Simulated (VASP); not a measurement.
A run of VASP 6.6.1 is set up as follows.

Contents of POSCAR:

```
TiPt3
1.0
    3.9534640000      0.0000000000      0.0000000000
    0.0000000000      3.9534640000      0.0000000000
    0.0000000000      0.0000000000      3.9534640000
Ti Pt
1 3
Direct
    0.0000000000      0.0000000000      0.0000000000
    0.0000000000      0.5000000000      0.5000000000
    0.5000000000      0.0000000000      0.5000000000
    0.5000000000      0.5000000000      0.0000000000
```

The input INCAR.step1:

```
ALGO = Normal
EDIFF = 1E-4
ENCUT = 520
GGA = PE
ISMEAR = -1
LASPH = True
LCHARG = False
LREAL = False
LWAVE = True
NBANDS = 29
NELM = 60
PREC = Accurate
SIGMA = 0.0493
```

File INCAR.step2:

```
ALGO = Normal
EDIFF = 1E-6
ENCUT = 520
ISIF = 2
ISMEAR = -1
ISTART = 1
LASPH = True
LCHARG = False
LMIXTAU = True
LREAL = False
LWAVE = False
METAGGA = R2SCAN
NBANDS = 29
NELM = 60
PREC = Accurate
SIGMA = 0.0493
```

Contents of KPOINTS:

```
k-points
0
Gamma
  9 9 9
```

Potentials or basis: VASP PAW PBE potentials, release 64 (Ti_sv, Pt).

Run with:

```console
$ cat potpaw_PBE.64/Ti_sv/POTCAR potpaw_PBE.64/Pt/POTCAR > POTCAR
$ cp INCAR.step1 INCAR
$ mpirun -np 1 vasp_std > vasp.out
$ cp INCAR.step2 INCAR
$ mpirun -np 1 vasp_std > vasp.out
```

Predict the band gap on the k mesh.

zero (band 21 reaches 12.39 eV, above the bottom of band 22 at 10.86 eV).

Predict the pressure.

-5.4 GPa.

Caveat: the PAW data sets were made with another functional, which shifts forces and pressure a little; spin-orbit coupling is left out, which moves the levels of the heavy elements.
